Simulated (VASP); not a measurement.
# AlN (Pna2_1) in VASP: a series of runs

AlN is run at these levels: PBE; tasks: single point.

Everything below comes from runs of VASP 6.6.1. Logs are shortened: lines on timing, memory, paths and dates and some standing lists are left out, and cuts for length are marked.

## 1. The cell of the first run

The structure is orthorhombic, space group Pna2_1 (No. 33). Conventional cell: a = 5.422 Å, b = 3.130 Å, c = 5.018 Å, α = 90.00°, β = 90.00°, γ = 90.00°. Al (site symmetry 1) has 4 N at 1.89 to 1.94 Å within 2.5 Å. Within 2.5 Å of N (site symmetry 1) lie 4 Al at 1.89 to 1.94 Å.

## 2. Single point, PBE (mode 4 (223.6 1/cm) frozen in, largest displacement +0.188 Å)

The input, INCAR:

```
SYSTEM = AlN
ALGO = Normal ; EDIFF = 1E-6
ENCUT = 520 ; GGA = PE
ISIF = 2 ; ISMEAR = 0
LASPH = .True. ; LCHARG = .True.
LELF = .True. ; LREAL = .False.
LVHAR = .True. ; LWAVE = .False.
NBANDS = 26 ; NELM = 80
PREC = Accurate ; SIGMA = 0.05
```

The input, KPOINTS:

```
k-points
0
Gamma
  8 6 4
  0 0 0
```

The input, POSCAR:

```
AlN
1.0
   -3.1302395625      0.0000000000      0.0000000000
    0.0000000000      0.0000000000     -5.0179796543
    0.0000000000     -5.4217339621      0.0000000000
Al N
4 4
Direct
    0.5598995688      0.9982712825      0.1666666667
   -0.0598995688      0.9982712825      0.6666666667
    0.0598995688      0.4982712825      0.3333333333
    0.4401004312      0.4982712825      0.8333333333
    0.5540980029      0.6167287175      0.1666666667
   -0.0540980029      0.6167287175      0.6666666667
    0.0540980029      0.1167287175      0.3333333333
    0.4459019971      0.1167287175      0.8333333333
```

Potentials or basis: VASP PAW PBE potentials, release 64 (Al, N).

Command:

```bash
$ cat potpaw_PBE.64/Al/POTCAR potpaw_PBE.64/N/POTCAR > POTCAR
$ mpirun -np 1 vasp_std > vasp.out
```

OUTCAR:

```text
SYSTEM = AlN
   EDIFF = 1E-6
   ENCUT = 520
   GGA = PE
   ISIF = 2
   ISMEAR = 0
   LASPH = .True.
   LREAL = .False.
   NELM = 80
   PREC = Accurate

 ion  position               nearest neighbor table
   1  0.560  0.998  0.167-   7 1.89   5 1.91   7 1.92   8 1.94   2 2.96   2 2.96   3 3.09   3 3.09
                             3 3.09   3 3.09   4 3.11   4 3.11   2 3.33   2 3.33
   2  0.940  0.998  0.667-   8 1.89   6 1.91   8 1.92   7 1.94   1 2.96   1 2.96   4 3.09   4 3.09
                             4 3.09   4 3.09   3 3.11   3 3.11   1 3.33   1 3.33
   3  0.060  0.498  0.333-   5 1.89   7 1.91   5 1.92   6 1.94   4 2.96   4 2.96   1 3.09   1 3.09
                             1 3.09   1 3.09   2 3.11   2 3.11   4 3.33   4 3.33
   4  0.440  0.498  0.833-   6 1.89   8 1.91   6 1.92   5 1.94   3 2.96   3 2.96   2 3.09   2 3.09
                             2 3.09   2 3.09   1 3.11   1 3.11   3 3.33   3 3.33
   5  0.554  0.617  0.167-   3 1.89   1 1.91   3 1.92   4 1.94
   6  0.946  0.617  0.667-   4 1.89   2 1.91   4 1.92   3 1.94
   7  0.054  0.117  0.333-   1 1.89   3 1.91   1 1.92   2 1.94
   8  0.446  0.117  0.833-   2 1.89   4 1.91   2 1.92   1 1.94

  LATTYP: Found a simple orthorhombic cell.
 ALAT       =     3.1302395625
 B/A-ratio  =     1.6030656933
 C/A-ratio  =     1.7320508076

  Lattice vectors:

 A1 = (  -3.1302395625,   0.0000000000,   0.0000000000)
 A2 = (   0.0000000000,   0.0000000000,  -5.0179796543)
 A3 = (   0.0000000000,  -5.4217339621,   0.0000000000)

Analysis of symmetry for initial positions (statically):
=====================================================================
 Subroutine PRICEL returns:
 Original cell was already a primitive cell.

 Routine SETGRP: Setting up the symmetry group for a
 simple orthorhombic supercell.

 Subroutine GETGRP returns: Found  4 space group operations
 (whereof  1 operations were pure point group operations)
 out of a pool of  8 trial point group operations.

The static configuration has the point symmetry C_1 .
 The point group associated with its full space group is C_2v.

Analysis of symmetry for dynamics (positions and initial velocities):
=====================================================================
 Subroutine PRICEL returns:
 Original cell was already a primitive cell.

 Routine SETGRP: Setting up the symmetry group for a
 simple orthorhombic supercell.

 Subroutine GETGRP returns: Found  4 space group operations
 (whereof  1 operations were pure point group operations)
 out of a pool of  8 trial point group operations.

The dynamic configuration has the point symmetry C_1 .
 The point group associated with its full space group is C_2v.

 Subroutine INISYM returns: Found  4 space group operations
 (whereof  1 operations are pure point group operations),
 and found     1 'primitive' translations

----------------------------------------------------------------------------------------

                                     Primitive cell

  volume of cell :      85.1618

  direct lattice vectors                    reciprocal lattice vectors
    -3.130239562  0.000000000  0.000000000    -0.319464367  0.000000000  0.000000000
     0.000000000  0.000000000 -5.017979654     0.000000000  0.000000000 -0.199283391
     0.000000000 -5.421733962  0.000000000     0.000000000 -0.184442838  0.000000000

  length of vectors
     3.130239562  5.017979654  5.421733962     0.319464367  0.199283391  0.184442838

  position of ions in fractional coordinates (direct lattice)
     0.559899569  0.998271282  0.166666667
     0.940100431  0.998271282  0.666666667
     0.059899569  0.498271282  0.333333333
     0.440100431  0.498271282  0.833333333
     0.554098003  0.616728718  0.166666667
     0.945901997  0.616728718  0.666666667
     0.054098003  0.116728718  0.333333333
     0.445901997  0.116728718  0.833333333

  ion indices of the primitive-cell ions
   primitive index   ion index
                 1           1
                 2           2
                 3           3
                 4           4
                 5           5
                 6           6
                 7           7
                 8           8

----------------------------------------------------------------------------------------

 KPOINTS: k-points

Automatic generation of k-mesh.
 Grid dimensions read from file:
 generate k-points for:    8    6    4

 Generating k-lattice:

  Cartesian coordinates                     Fractional coordinates (reciprocal lattice)
    -0.039933046  0.000000000  0.000000000     0.125000000  0.000000000  0.000000000
     0.000000000  0.000000000 -0.033213898     0.000000000  0.166666667  0.000000000
     0.000000000 -0.046110710  0.000000000     0.000000000  0.000000000  0.250000000

  Length of vectors
     0.039933046  0.033213898  0.046110710

  Shift w.r.t. Gamma in fractional coordinates (k-lattice)
     0.000000000  0.000000000  0.000000000

 Subroutine IBZKPT returns following result:
 ===========================================

 Found     60 irreducible k-points:

 Following reciprocal coordinates:
            Coordinates               Weight
  0.000000  0.000000  0.000000      1.000000
  0.125000  0.000000  0.000000      2.000000
  0.250000  0.000000  0.000000      2.000000
  0.375000  0.000000  0.000000      2.000000
  0.500000  0.000000  0.000000      1.000000
  0.000000  0.166667  0.000000      2.000000
[... 16 lines left out ...]
  0.250000  0.000000  0.250000      4.000000
  0.375000  0.000000  0.250000      4.000000
 [... further k-points ...]
   k-points           NKPTS =     60   k-points in BZ     NKDIM =     60   number of bands    NBANDS=     26
   number of dos      NEDOS =    301   number of ions     NIONS =      8
   total plane-waves  NPLWV =  38400
   dimension x,y,z NGX =    24 NGY =   40 NGZ =   40
   dimension x,y,z NGXF=    48 NGYF=   80 NGZF=   80
   ions per type =               4   4
   NGX,Y,Z   is equivalent  to a cutoff of  12.75, 13.25, 12.27 a.u.
   NGXF,Y,Z  is equivalent  to a cutoff of  25.49, 26.50, 24.53 a.u.
 SYSTEM =  AlN
   PREC   = accura    normal or accurate (medium, high low for compatibility)
   ISTART =      0    job   : 0-new  1-cont  2-samecut
   ICHARG =      2    charge: 1-file 2-atom 10-const
   ISPIN  =      1    spin polarized calculation?
   LNONCOLLINEAR =      F non collinear calculations
   LSORBIT =      F    spin-orbit coupling
   LASPH  =      T    aspherical Exc in radial PAW
   ENCUT  =  520.0 eV  38.22 Ry    6.18 a.u.   5.82  9.33 10.08*2*pi/ulx,y,z
   NELM   =     80;   NELMIN=  2; NELMDL= -5     # of ELM steps
   EDIFF  = 0.1E-05   stopping-criterion for ELM
   LREAL  =      F    real-space projection
   EDIFFG = 0.1E-04   stopping-criterion for IOM
   NSW    =      0    number of steps for IOM
   IBRION =     -1    ionic relax: 0-MD 1-quasi-New 2-CG
   NFREE  =      0    steps in history (QN), initial steepest desc. (CG)
   ISIF   =      2    stress and relaxation
   ISYM   =      2    0-nonsym 1-usesym 2-fastsym
   POTIM  = 0.5000    time-step for ionic-motion
   TEBEG  =    0.0;   TEEND  =   0.0 temperature during run
   PSTRESS=    0.0 pullay stress
   NELECT =      32.0000    total number of electrons
   NUPDOWN=      -1.0000    fix difference up-down
   EMIN   =  10.00;   EMAX   =-10.00  energy-range for DOS
   EFERMI =   0.00;   METHOD = LEGACY
   ISMEAR =     0;   SIGMA  =   0.05  broadening in eV -4-tet -1-fermi 0-gaus
   EFERMI_NEDOS =   21; number of points for ismear=-14 and -15
   IALGO  =     38    algorithm
   IMIX   =      4    mixing-type and parameters
     AMIX     =   0.40;   BMIX     =  1.00
     AMIX_MAG =   1.60;   BMIX_MAG =  1.00
  volume/ion in A,a.u.               =      10.65        71.84
  Fermi-wavevector in a.u.,A,eV,Ry     =   1.181345  2.232418 18.987951  1.395575
  Thomas-Fermi vector in A             =   2.317620
   LORBIT       =      0    0 simple, 1 ext, 2 COOP (PROOUT), +10 PAW based schemes
   GGA     = PE    functional components
   LHFCALC =     F    Hartree Fock is set to
   AEXX    =    0.0000 exact exchange contribution
   IVDW    =     0    specifies the selected vdW correction
   LEPSILON=     F    determine dielectric tensor
   LRPA    =     F    only Hartree local field effects (RPA)
 non-spin polarized calculation
 Gauss-broadening in eV      SIGMA  =   0.05
  energy-cutoff  :      520.00
  volume of cell :       85.16
 maximum number of plane-waves:      2320
 NGX is ok and might be reduce to    24
   NGX = 11   NGY = 19   NGZ = 21

 number of electron      32.0000000 magnetization

 Free energy of the ion-electron system (eV)
  ---------------------------------------------------
  ext. energy  EPLUGINS =         0.00000000
  ---------------------------------------------------
  free energy    TOTEN  =       -59.06110445 eV

  energy without entropy =      -59.06110445  energy(sigma->0) =      -59.06110445

 E-fermi :   6.2161     XC(G=0): -10.8471

 val. band max:        5.9985169388   @ k =   0.0000   0.0000   0.0000
 cond. band min:       9.8524344769   @ k =   0.0000   0.0000   0.0000
 fundamental gap:      3.8539175380
 Fermi energy:         6.2161373351

 k-point     1 :       0.0000    0.0000    0.0000
  band No.  band energies     occupation
      1      -9.0725      2.00000
      2      -7.1455      2.00000
      3      -6.9901      2.00000
      4      -6.4393      2.00000
      5       0.0774      2.00000
      6       0.6040      2.00000
[... 18 lines left out ...]
     25      16.7363      0.00000
     26      16.8633      0.00000

 k-point     2 :       0.1250    0.0000    0.0000
  band No.  band energies     occupation
      1      -8.9260      2.00000
      2      -7.0524      2.00000
      3      -6.9126      2.00000
      4      -6.4257      2.00000
      5       0.2518      2.00000
      6       0.7509      2.00000
[... 18 lines left out ...]
     25      16.4940      0.00000
     26      17.0712      0.00000

 k-point     3 :       0.2500    0.0000    0.0000
  band No.  band energies     occupation
      1      -8.5091      2.00000
      2      -6.8082      2.00000
      3      -6.7366      2.00000
      4      -6.4269      2.00000
      5       0.7532      2.00000
      6       1.1199      2.00000
[... 18 lines left out ...]
     25      16.4030      0.00000
     26      17.0959      0.00000

 k-point     4 :       0.3750    0.0000    0.0000
  band No.  band energies     occupation
      1      -7.8982      2.00000
      2      -6.7754      2.00000
      3      -6.5223      2.00000
      4      -6.3936      2.00000
      5       1.1810      2.00000
      6       1.5897      2.00000
[... 18 lines left out ...]
     25      16.5305      0.00000
     26      16.6480      0.00000
[... 496 lines left out ...]
      1      -8.7357      2.00000
      2      -7.4983      2.00000
      3      -6.8074      2.00000
      4      -6.3883      2.00000
      5       0.4819      2.00000
      6       1.2876      2.00000
[... 18 lines left out ...]
     25      16.3814      0.00000
     26      17.3661      0.00000

 k-point    23 :       0.2500    0.0000    0.2500
  band No.  band energies     occupation
      1      -8.3348      2.00000
      2      -7.2268      2.00000
      3      -6.6394      2.00000
      4      -6.3555      2.00000
      5       0.9668      2.00000
      6       1.4732      2.00000
[... 18 lines left out ...]
     25      16.3750      0.00000
     26      17.0910      0.00000

 k-point    24 :       0.3750    0.0000    0.2500
  band No.  band energies     occupation
      1      -7.7596      2.00000
      2      -6.9709      2.00000
      3      -6.5193      2.00000
      4      -6.3647      2.00000
      5       0.9366      2.00000
      6       1.3832      2.00000
[... 18 lines left out ...]
     25      16.3044      0.00000
     26      16.8232      0.00000

 [... further k-points ...]

------------------------ aborting loop because EDIFF is reached ----------------------------------------

  FORCE on cell =-STRESS in cart. coord.  units (eV):
  Direction    XX          YY          ZZ          XY          YZ          ZX
  --------------------------------------------------------------------------------------
  -------------------------------------------------------------------------------------
  Total       -1.7149043      0.3047960     -0.7182004      0.0000000      0.0000000      0.0000000
  in kB      -32.2630779      5.7342308    -13.5117490      0.0000000      0.0000000      0.0000000
  external PRESSURE =     -13.3468654 kB  Pullay stress =       0.0000000 kB

 VOLUME and BASIS-vectors are now :
 -----------------------------------------------------------------------------
  energy-cutoff  :      520.00
  volume of cell :       85.16
      direct lattice vectors                 reciprocal lattice vectors
    -3.130239562  0.000000000  0.000000000    -0.319464367  0.000000000  0.000000000
     0.000000000  0.000000000 -5.017979654     0.000000000  0.000000000 -0.199283391
     0.000000000 -5.421733962  0.000000000     0.000000000 -0.184442838  0.000000000

 POSITION                                       TOTAL-FORCE (eV/Angst)
 -----------------------------------------------------------------------------------
     -1.75262     -0.90362     -5.00930         0.916834      0.236627     -0.040333
     -2.94274     -3.61449     -5.00930        -0.916834      0.236627     -0.040333
     -0.18750     -1.80724     -2.50032         0.916834     -0.236627     -0.040333
     -1.37762     -4.51811     -2.50032        -0.916834     -0.236627     -0.040333
     -1.73446     -0.90362     -3.09473         0.457737      0.265247      0.040333
     -2.96090     -3.61449     -3.09473        -0.457737      0.265247      0.040333
     -0.16934     -1.80724     -0.58574         0.457737     -0.265247      0.040333
     -1.39578     -4.51811     -0.58574        -0.457737     -0.265247      0.040333
 -----------------------------------------------------------------------------------
    total drift:                               -0.000000      0.000001      0.001508

  FREE ENERGIE OF THE ION-ELECTRON SYSTEM (eV)
  ---------------------------------------------------
  free  energy   TOTEN  =       -59.0611044532 eV

  energy  without entropy=      -59.0611044532  energy(sigma->0) =      -59.06110445
```

Run time: 38 s. Hardware: 1 thread of Intel Xeon 6975P-C (Granite Rapids), shared host; peak memory 0.24 GiB.

What came out:

```
Free energy            : -59.0611 eV
Pressure               : -1.3 GPa
Largest force          : 0.948 eV/Å
Band gap on the k mesh : 3.85 eV, direct
```

Forces in eV/Å, atoms in the order of the input:
```
Al   0.917  0.237 -0.040
Al  -0.917  0.237 -0.040
Al   0.917 -0.237 -0.040
Al  -0.917 -0.237 -0.040
N    0.458  0.265  0.040
N   -0.458  0.265  0.040
N    0.458 -0.265  0.040
N   -0.458 -0.265  0.040
```

Stress tensor (GPa, compression positive):
```
-3.23  0.00  0.00
 0.00  0.57  0.00
 0.00  0.00 -1.35
```

Caveat: the cell differs from its parent crystal (mode 4 (223.6 1/cm) frozen in, largest displacement +0.188 Å).

(Part 1 of 2 ends here.)
